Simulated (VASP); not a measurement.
A run of VASP 6.6.1 is set up as follows.

File INCAR:

```
SYSTEM = HfGa2Te3
PREC = Accurate ; ENCUT = 600
EDIFF = 1E-6 ; ISMEAR = 0
SIGMA = 0.1 ; LREAL = .False.
LASPH = .True. ; NELM = 60
ALGO = Normal ; ISIF = 3
LWAVE = .False. ; LCHARG = .False.
GGA = PE ; IBRION = 2
NSW = 90 ; EDIFFG = -0.04
```

File KPOINTS:

```
Automatic mesh
0
Gamma
  3 3 4
  0 0 0
```

File POSCAR:

```
HfGa2Te3
1.0
    6.7428244900      0.0000000000      0.0000000000
   -3.3714122400      5.8394573000      0.0000000000
    0.0000000000      0.0000000000      3.9069857800
Hf Ga Te
1 2 3
Direct
    0.0000000000      0.0000000000      0.5000000000
    0.6666666700      0.3333333300      0.5000000000
    0.3333333300      0.6666666700      0.5000000000
    0.0000000000      0.5000000000      0.0000000000
    0.5000000000      0.5000000000      0.0000000000
    0.5000000000      0.0000000000      0.0000000000
```

Potentials or basis: VASP PAW PBE potentials, release 64 (Hf_pv, Ga_d, Te).

The run is started by

```sh
$ cat potpaw_PBE.64/Hf_pv/POTCAR potpaw_PBE.64/Ga_d/POTCAR potpaw_PBE.64/Te/POTCAR > POTCAR
$ mpirun -np 1 vasp_std > vasp.out
```

What does it give for the band gap on the k mesh?

Zero (bands 27 and 28 overlap by 1.07 eV).

Predict the relaxed cell.

a = 6.750 Å, b = 6.750 Å, c = 4.178 Å, α = 90.00°, β = 90.00°, γ = 120.00°.

Stress tensor (GPa, compression positive):
```
-0.15  0.00  0.00
 0.00 -0.15  0.00
 0.00  0.00  0.10
```

Caveat: the k points lie up to 0.38 Å⁻¹ apart in the final cell, too coarse for converged energies and pressures of a metal; spin-orbit coupling is left out, which moves the levels of the heavy elements.
